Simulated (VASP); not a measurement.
Write the native input for VASP 6.6.1 that does the following.

```yaml
Task: single point
Functional: PBE
Potentials_or_basis: VASP PAW PBE potentials, release 64 (Al, N)
Cutoff: 520 eV
k_mesh: 10 × 10 × 6
Occupations: gaussian, width 0.015 eV
Spin: no spin polarisation
Dipole_correction: no
Further_INCAR_settings: ALGO = Normal; EDIFF = 1e-06; NBANDS = 16
```

The structure of AlN lies in POSCAR:

```
AlN
1.0
    3.1130000000      0.0000000000      0.0000000000
   -1.5565000000      2.6959370820      0.0000000000
    0.0000000000      0.0000000000      4.9810000000
Al N
2 2
Direct
    0.6666666667      0.3333333333      0.5000000000
    0.3333333333      0.6666666667      0.0000000000
    0.6666666667      0.3333333333      0.8800000000
    0.3333333333      0.6666666667      0.3800000000
```

The input as run:

INCAR

```
SYSTEM = AlN
  ALGO = Normal
  EDIFF = 1E-6
  ENCUT = 520
  GGA = PE
  ISIF = 2
  ISMEAR = 0
  LASPH = .True.
  LCHARG = .False.
  LREAL = .False.
  LWAVE = .False.
  NBANDS = 16
  NELM = 60
  PREC = Accurate
  SIGMA = 0.015
```

KPOINTS

```
k-points
0
Gamma
  10 10 6
  0 0 0
```

Potentials or basis: VASP PAW PBE potentials, release 64 (Al, N).

Launch:

```sh
$ cat potpaw_PBE.64/Al/POTCAR potpaw_PBE.64/N/POTCAR > POTCAR
$ mpirun -np 1 vasp_std > vasp.out
```

It gave:

- Pressure: 3.5 GPa
- Largest force: 0.129 eV/Å
- Band gap on the k mesh: 4.22 eV

Caveat: the cell stands under pressure.

It took 40 s on 1 thread of Intel Xeon 8259CL, with other jobs on the host, peak memory 0.17 GiB.
